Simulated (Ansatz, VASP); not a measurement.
Al2InAs3: VASP beside Ansatz

```
Al In As
1.0
     4.15015    0.00000    0.00000
     0.00000   -8.30029    0.00000
    -2.07507    2.07507   -8.83075
Al In As
4 2 6
Direct
  0.32934 0.66467 0.65867
  0.32934 0.16467 0.65867
  0.67066 0.83533 0.34133
  0.67066 0.33533 0.34133
  0.00000 0.50000 0.00000
  0.00000 0.00000 0.00000
  0.59270 0.54635 0.18539
  0.59270 0.04635 0.18539
  0.25000 0.87500 0.50000
  0.25000 0.37500 0.50000
  0.90730 0.70365 0.81461
  0.90730 0.20365 0.81461
```

Alike in both runs: task single point; functional PBE; k mesh 4 × 2 × 4; occupations gaussian, width 0.1 eV; no spin polarisation.

|  | VASP | Ansatz |
| --- | --- | --- |
| version | VASP 6.6.1 | Ansatz 0.2.0 |
| potentials or method | VASP PAW PBE potentials, release 64 (Al, In_d, As), cutoff 520 eV | scalar-relativistic, plane waves, PAW |
| valence electrons in the cell | 68 | 128 |

Ansatz gave:

| Item | Value |
| --- | --- |
| gap on the k mesh at the Fermi level (eV) | 0.83 |
| least direct gap on the mesh (eV) | 0.83 |
| pressure (GPa) | 0.0 |
| traceless stress, the component that is largest in VASP (GPa) | -0.48 |
| rms of the force components (eV/Å) | 0.010 |

Question: Which values does VASP return?

Answer: gap on the k mesh at the Fermi level (eV): 0.84; least direct gap on the mesh (eV): 0.84; pressure (GPa): 0.1; traceless stress, the component that is largest in VASP (GPa): -0.49; rms of the force components (eV/Å): 0.009.

Atom by atom the forces differ by 0.001 eV/Å (rms over components). VASP's potentials hold 68 valence electrons a cell and Ansatz's 128, so a difference there can come from the potentials and not from the codes.
